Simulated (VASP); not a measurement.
# Sc2SnS: relaxation of cell and atoms with PBE

Sc2SnS:

```
CELL_PARAMETERS angstrom
4.98043 0.00000 0.00000
0.00000 4.98043 0.00000
0.00000 0.00000 3.70440
ATOMIC_POSITIONS crystal
Sc 0.00000 0.50000 0.50000
Sc 0.50000 0.00000 0.50000
Sn 0.00000 0.00000 0.00000
S 0.50000 0.50000 0.50000
```

The cell was generated, and may not be a known phase.

- Program: VASP 6.6.1
- Task: relaxation of cell and atoms
- Functional: PBE
- Potentials or basis: VASP PAW PBE potentials, release 64 (Sc_sv, Sn_d, S)
- Cutoff: 600 eV
- k mesh: 4 × 4 × 6
- Occupations: gaussian, width 0.1 eV
- Spin: no spin polarisation
- Dipole correction: no
- Further INCAR settings: ALGO = Normal; EDIFF = 1e-06; IBRION = 2; EDIFFG = -0.04; NSW = 90; ISIF = 3

```yaml
Relaxed_volume: 23.23 Å³/atom
Relaxed_cell: a = 4.964 Å, b = 4.964 Å, c = 3.772 Å, α = 90.00°, β = 90.00°, γ = 90.00°
Space_group_after_relaxing_to_0.1_Å: P4/mmm (No. 123)
Energy_gained_by_relaxing: 1.3 meV/atom
Ionic_steps: 6
Pressure_after_relaxing: 0.0 GPa
Band_gap_on_the_k_mesh: zero (bands 21 and 22 overlap by 0.60 eV)
```

The path:
```tsv
step	energy change (eV)	largest force (eV/Å)	pressure (GPa)	volume (Å³)
1	0.0000	0.0000	0.26	91.89
2	-0.0032	0.0000	0.06	92.38
3	-0.0049	0.0000	-0.23	93.23
4	-0.0049	0.0000	-0.21	93.15
5	-0.0049	0.0000	0.23	92.72
6	-0.0051	0.0000	0.00	92.94
```

Final structure:
```
Sc Sn S
1.0
     4.96368    0.00000    0.00000
     0.00000    4.96368    0.00000
     0.00000    0.00000    3.77212
Sc Sn S
2 1 1
Direct
  0.00000 0.50000 0.50000
  0.50000 0.00000 0.50000
  0.00000 0.00000 0.00000
  0.50000 0.50000 0.50000
```

Levels at points of the mesh, in eV from the Fermi level:
```csv
k point,band 19,band 20,band 21,band 22,band 23,band 24
"(0.00, 0.00, 0.00)",-0.65,-0.40,0.13,0.33,0.33,1.12
"(0.50, 0.00, 0.00)",-2.24,-1.43,0.08,0.40,0.88,1.56
"(0.50, 0.50, 0.00)",-2.22,-2.22,-0.22,0.62,0.62,2.13
"(0.00, 0.00, 0.50)",-3.16,-1.70,-1.70,-0.40,1.19,1.19
"(0.50, 0.00, 0.50)",-2.80,-1.21,0.14,0.39,0.40,1.04
"(0.50, 0.50, 0.50)",-2.57,-1.20,-1.20,0.51,0.51,1.61
```

It took 6.3 min on 1 thread of Oxide Virtual Turin-like Processor, on a shared host, peak memory 0.23 GiB.

Caveat: spin-orbit coupling is left out, which moves the levels of the heavy elements.
